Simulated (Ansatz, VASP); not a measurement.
K: VASP beside Ansatz

```
CELL_PARAMETERS angstrom
-3.02226 3.02226 1.96447
3.02226 -3.02226 1.96447
3.02226 3.02226 -1.96447
ATOMIC_POSITIONS crystal
K 0.00000 0.00000 0.00000
```

Alike in both runs: task single point; functional PBEsol; k mesh 14 × 14 × 14; occupations gaussian, width 0.15 eV; no spin polarisation.

```csv
,VASP,Ansatz
version,VASP 6.6.1,Ansatz 0.2.0
potentials or method,"VASP PAW PBE potentials, release 64 (K_sv), cutoff 520 eV","scalar-relativistic, plane waves, PAW"
valence electrons in the cell,9,9
```

|  | VASP | Ansatz | Ansatz less VASP |
| --- | --- | --- | --- |
| gap on the k mesh at the Fermi level (eV) | none | none | - |
| pressure (GPa) | 0.2 | 0.2 | +0.01 |
| traceless stress, the component that is largest in VASP (GPa) | 1.23 | 1.23 | -0.001 |

VASP's potentials were made for PBE, not for PBEsol. A gap of «none» marks a metal or a gap that the smearing closes. With one functional, cell and mesh, what is left measures potentials, basis and numerics.
